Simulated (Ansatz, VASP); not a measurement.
**Two plane-wave programs on Al**

```
CELL_PARAMETERS angstrom
2.82277 0.00000 0.00000
0.00000 2.82277 0.00000
0.00000 0.00000 19.60070
ATOMIC_POSITIONS crystal
Al 0.50000 0.50000 0.20407
Al 0.00000 0.00000 0.30867
Al 0.50000 0.50000 0.41329
```

Alike in both runs: task single point; functional r2SCAN; k mesh 9 × 9 × 1; occupations gaussian, width 0.1 eV; no spin polarisation.

```csv
,VASP,Ansatz
version,VASP 6.6.1,Ansatz 0.2.0
potentials or method,"VASP PAW PBE potentials, release 64 (Al), cutoff 440 eV","scalar-relativistic, plane waves, PAW"
valence electrons in the cell,9,9
```

VASP gave:

| Item | Value |
| --- | --- |
| gap on the k mesh at the Fermi level (eV) | none |
| rms of the force components (eV/Å) | 0.071 |

**Question.** Estimate Ansatz's values.

**Answer.** gap on the k mesh at the Fermi level (eV): none; rms of the force components (eV/Å): 0.078.

VASP's potentials were made for PBE, not for r2SCAN. Atom by atom the forces differ by 0.007 eV/Å (rms over components). A gap of «none» marks a metal or a gap that the smearing closes. The functional is the same, so the differences come from potentials, cutoffs and numerics.
